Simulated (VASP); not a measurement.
A run of VASP 6.6.1:

File INCAR:

```
SYSTEM = OsI
PREC = Accurate
ENCUT = 520
EDIFF = 1E-6
ISMEAR = 0
SIGMA = 0.01
LREAL = .FALSE.
LASPH = .TRUE.
NELM = 150
ALGO = Normal
ISIF = 2
LWAVE = .FALSE.
LCHARG = .TRUE.
MAGMOM = 0 0 0 0 0 0
LORBIT = 11
LSORBIT = .TRUE.
GGA_COMPAT = .FALSE.
LORBMOM = .TRUE.
LMAXMIX = 4
GGA = PS
LVHAR = .TRUE.
NBANDS = 27
```

File KPOINTS:

```
regular mesh
0
G
  6 6 6
  0 0 0
```

File POSCAR:

```
OsI
1.0
    3.8404660000      0.0000000000      0.0000000000
    0.0000000000      3.8404660000      0.0000000000
    0.0000000000      0.0000000000      3.8404660000
Os I
1 1
Direct
    0.5000000000      0.5000000000      0.5000000000
    0.0000000000      0.0000000000      0.0000000000
```

Potentials or basis: VASP PAW PBE potentials, release 64 (Os, I).

The run is started by

```sh
$ cat potpaw_PBE.64/Os/POTCAR potpaw_PBE.64/I/POTCAR > POTCAR
$ mpirun -np 1 vasp_ncl > vasp.out
```

Hardware: 1 thread of Intel(R) Xeon(R) Platinum 8559C (Emerald Rapids), with other jobs on the host.

Q: How long does it take, and how much memory?

A: Run time: 34 s on 1 thread of Intel(R) Xeon(R) Platinum 8559C (Emerald Rapids), with other jobs on the host, peak memory 0.29 GiB. Counts: scf iterations 15, k points 20.
